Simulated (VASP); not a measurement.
# TaAg2F6 (Fm-3m) in VASP: a series of runs, part 2 of 2

VASP 6.6.1. The steps go on from the part before.

## Step 3: Single point, PBE (atoms taken out)

Contents of INCAR:

```
SYSTEM = TaAg2F6
PREC = Accurate ; ENCUT = 700
EDIFF = 1E-6 ; ISMEAR = 0
SIGMA = 0.1 ; LREAL = .False.
LASPH = .True. ; NELM = 120
ALGO = Normal ; ISIF = 2
LWAVE = .False. ; LCHARG = .False.
GGA = PE ; NBANDS = 56
GGA_COMPAT = .False.
```

Contents of KPOINTS:

```
regular mesh
0
Gamma
  4 4 4
  0 0 0
```

Contents of POSCAR:

```
TaAg2F6
1.0
    0.0000000000      3.8836445000      3.8836445000
    3.8836445000      0.0000000000      3.8836445000
    3.8836445000      3.8836445000      0.0000000000
Ta Ag F
1 2 6
Direct
    0.0000000000      0.0000000000      0.0000000000
    0.2500000000      0.2500000000      0.2500000000
    0.7500000000      0.7500000000      0.7500000000
    0.7500000000      0.2500000000      0.2500000000
    0.2500000000      0.7500000000      0.7500000000
    0.2500000000      0.7500000000      0.2500000000
    0.7500000000      0.2500000000      0.7500000000
    0.2500000000      0.2500000000      0.7500000000
    0.7500000000      0.7500000000      0.2500000000
```

Potentials or basis: VASP PAW PBE potentials, release 64 (Ta_sv_GW, Ag_sv_GW, F).

Started as:

```console
$ cat potpaw_PBE.64/Ta_sv_GW/POTCAR potpaw_PBE.64/Ag_sv_GW/POTCAR potpaw_PBE.64/F/POTCAR > POTCAR
$ mpirun -np 1 vasp_std > vasp.out
```

OUTCAR:

```text
SYSTEM = TaAg2F6
   PREC = Accurate
   ENCUT = 700
   EDIFF = 1E-6
   ISMEAR = 0
   LREAL = .False.
   LASPH = .True.
   NELM = 120
   ISIF = 2
   GGA = PE

 ion  position               nearest neighbor table
   1  0.000  0.000  0.000-   4 1.94   5 1.94   6 1.94   7 1.94   8 1.94   9 1.94
   2  0.250  0.250  0.250-
   3  0.750  0.750  0.750-
   4  0.750  0.250  0.250-   1 1.94
   5  0.250  0.750  0.750-   1 1.94
   6  0.250  0.750  0.250-   1 1.94
   7  0.750  0.250  0.750-   1 1.94
   8  0.250  0.250  0.750-   1 1.94
   9  0.750  0.750  0.250-   1 1.94

  LATTYP: Found a face centered cubic cell.
 ALAT       =     7.7672890000

  Lattice vectors:

 A1 = (   0.0000000000,   3.8836445000,   3.8836445000)
 A2 = (   3.8836445000,   0.0000000000,   3.8836445000)
 A3 = (   3.8836445000,   3.8836445000,   0.0000000000)

Analysis of symmetry for initial positions (statically):
=====================================================================
 Subroutine PRICEL returns:
 Original cell was already a primitive cell.

 Routine SETGRP: Setting up the symmetry group for a
 face centered cubic supercell.

 Subroutine GETGRP returns: Found 48 space group operations
 (whereof 48 operations were pure point group operations)
 out of a pool of 48 trial point group operations.

The static configuration has the point symmetry O_h .

Analysis of symmetry for dynamics (positions and initial velocities):
=====================================================================
 Subroutine PRICEL returns:
 Original cell was already a primitive cell.

 Routine SETGRP: Setting up the symmetry group for a
 face centered cubic supercell.

 Subroutine GETGRP returns: Found 48 space group operations
 (whereof 48 operations were pure point group operations)
[... 122 lines left out ...]
  Thomas-Fermi vector in A             =   2.625309
   LORBIT       =      0    0 simple, 1 ext, 2 COOP (PROOUT), +10 PAW based schemes
   GGA     = PE    functional components
   LHFCALC =     F    Hartree Fock is set to
   AEXX    =    0.0000 exact exchange contribution
   IVDW    =     0    specifies the selected vdW correction
   LEPSILON=     F    determine dielectric tensor
   LRPA    =     F    only Hartree local field effects (RPA)
 non-spin polarized calculation
 Gauss-broadening in eV      SIGMA  =   0.10
  energy-cutoff  :      700.00
  volume of cell :      117.15
 maximum number of plane-waves:      4957
   NGX = 23   NGY = 23   NGZ = 23

 number of electron      93.0000008 magnetization

 Free energy of the ion-electron system (eV)
  ---------------------------------------------------
  ext. energy  EPLUGINS =         0.00000000
  ---------------------------------------------------
  free energy    TOTEN  =       -44.56403451 eV

  energy without entropy =      -44.53633910  energy(sigma->0) =      -44.55018681

 E-fermi :   5.7919     XC(G=0): -10.8088

 val. band max:        5.7121182406   @ k =  -0.2500   0.2500   0.0000
 cond. band min:       5.7959293631   @ k =   0.5000   0.0000   0.0000
 fundamental gap:      0.0838111225
 Fermi energy:         5.7918643744

 k-point     1 :       0.0000    0.0000    0.0000
  band No.  band energies     occupation
      1     -86.1755      2.00000
      2     -86.1754      2.00000
      3     -66.3504      2.00000
      4     -49.7134      2.00000
      5     -49.7134      2.00000
      6     -49.7134      2.00000
[... 461 lines left out ...]
     55      10.8432      0.00000
     56      12.2929      0.00000

------------------------ aborting loop because EDIFF is reached ----------------------------------------

  FORCE on cell =-STRESS in cart. coord.  units (eV):
  Direction    XX          YY          ZZ          XY          YZ          ZX
  --------------------------------------------------------------------------------------
  -------------------------------------------------------------------------------------
  Total        6.6323166      6.6323166      6.6323166      0.0000000     -0.0000000      0.0000000
  in kB       90.7042063     90.7042063     90.7042063      0.0000000     -0.0000000      0.0000000
  external PRESSURE =      90.7042063 kB  Pullay stress =       0.0000000 kB

 VOLUME and BASIS-vectors are now :
 -----------------------------------------------------------------------------
  energy-cutoff  :      700.00
  volume of cell :      117.15
      direct lattice vectors                 reciprocal lattice vectors
     0.000000000  3.883644500  3.883644500    -0.128745049  0.128745049  0.128745049
     3.883644500  0.000000000  3.883644500     0.128745049 -0.128745049  0.128745049
     3.883644500  3.883644500  0.000000000     0.128745049  0.128745049 -0.128745049

 POSITION                                       TOTAL-FORCE (eV/Angst)
 -----------------------------------------------------------------------------------
      0.00000      0.00000      0.00000         0.000000     -0.000000      0.000000
      1.94182      1.94182      1.94182        -0.000000     -0.000000     -0.000000
      5.82547      5.82547      5.82547         0.000000     -0.000000      0.000000
      1.94182      3.88364      3.88364        -0.138053     -0.000000      0.000000
      5.82547      3.88364      3.88364         0.138053     -0.000000      0.000000
      3.88364      1.94182      3.88364         0.000000     -0.138053      0.000000
      3.88364      5.82547      3.88364         0.000000      0.138053      0.000000
      3.88364      3.88364      1.94182         0.000000     -0.000000     -0.138053
      3.88364      3.88364      5.82547         0.000000     -0.000000      0.138053
 -----------------------------------------------------------------------------------
    total drift:                               -0.000000     -0.000000      0.000000

  FREE ENERGIE OF THE ION-ELECTRON SYSTEM (eV)
  ---------------------------------------------------
  free  energy   TOTEN  =       -44.5640345132 eV

  energy  without entropy=      -44.5363391038  energy(sigma->0) =      -44.55018681
```

OSZICAR:

```text
N       E                     dE             d eps       ncg     rms          rms(c)
DAV:   1     0.196743815284E+04    0.19674E+04   -0.62182E+04   960   0.225E+03
DAV:   2     0.165923289285E+03   -0.18015E+04   -0.17032E+04   928   0.811E+02
DAV:   3    -0.464658021303E+02   -0.21239E+03   -0.20632E+03  1504   0.306E+02
DAV:   4    -0.568030802881E+02   -0.10337E+02   -0.10074E+02  1360   0.672E+01
DAV:   5    -0.571068350688E+02   -0.30375E+00   -0.30197E+00  1360   0.121E+01    0.582E+01
DAV:   6    -0.449728895010E+02    0.12134E+02   -0.49841E+01  1216   0.504E+01    0.843E+01
DAV:   7    -0.451224260287E+02   -0.14954E+00   -0.30798E+00  1352   0.105E+01    0.577E+01
DAV:   8    -0.446875634043E+02    0.43486E+00   -0.15744E+00  1224   0.121E+01    0.297E+01
DAV:   9    -0.445846927318E+02    0.10287E+00   -0.18097E-01  1256   0.412E+00    0.171E+01
DAV:  10    -0.445691578081E+02    0.15535E-01   -0.25542E-02  1248   0.108E+00    0.138E+01
DAV:  11    -0.445698917802E+02   -0.73397E-03   -0.13002E-02  1416   0.745E-01    0.568E+00
DAV:  12    -0.445654221902E+02    0.44696E-02   -0.62609E-03  1144   0.552E-01    0.305E+00
DAV:  13    -0.445640191353E+02    0.14031E-02   -0.24393E-03  1248   0.317E-01    0.123E+00
DAV:  14    -0.445640479339E+02   -0.28799E-04   -0.15774E-04  1488   0.800E-02    0.458E-01
DAV:  15    -0.445640352463E+02    0.12688E-04   -0.20249E-05  1232   0.311E-02    0.122E-01
DAV:  16    -0.445640335363E+02    0.17100E-05   -0.25474E-05  1256   0.410E-02    0.102E-01
DAV:  17    -0.445640345686E+02   -0.10323E-05   -0.24492E-06   840   0.108E-02    0.122E-01
DAV:  18    -0.445640345132E+02    0.55456E-07   -0.36451E-07   576   0.853E-03
   1 F= -.44564035E+02 E0= -.44550187E+02  d E =-.276954E-01
```

It took 2.7 min on 1 thread of Intel Xeon Platinum 8375C at 2.90GHz (Ice Lake), shared host; peak memory 0.37 GiB.

What came out:

```
Free energy            : -44.5640 eV
Pressure               : 9.1 GPa
Band gap on the k mesh : zero (an odd number of electrons rules out a gap without spin polarisation)
```

Levels at points of the mesh, in eV from the Fermi level:
```tsv
k point	band 43	band 44	band 45	band 46	band 47	band 48	band 49	band 50
(0.00, 0.00, 0.00)	-4.46	-4.46	-4.22	-4.22	-1.99	0.14	0.14	0.14
(0.50, 0.00, 0.00)	-3.99	-3.99	-3.99	-3.99	0.00	0.25	0.25	0.53
(0.50, 0.50, 0.00)	-3.92	-3.92	-3.90	-3.90	0.05	0.30	0.30	0.93
```

Caveat: the cell differs from its parent crystal (atoms taken out); the cell stands under pressure; spin-orbit coupling is left out, which moves the levels of the heavy elements; an odd number of electrons without spin polarisation forces a metal; a magnetic or distorted state may lie lower.

The gap in the log of VASP goes by the Fermi energy; the results here count the filled bands.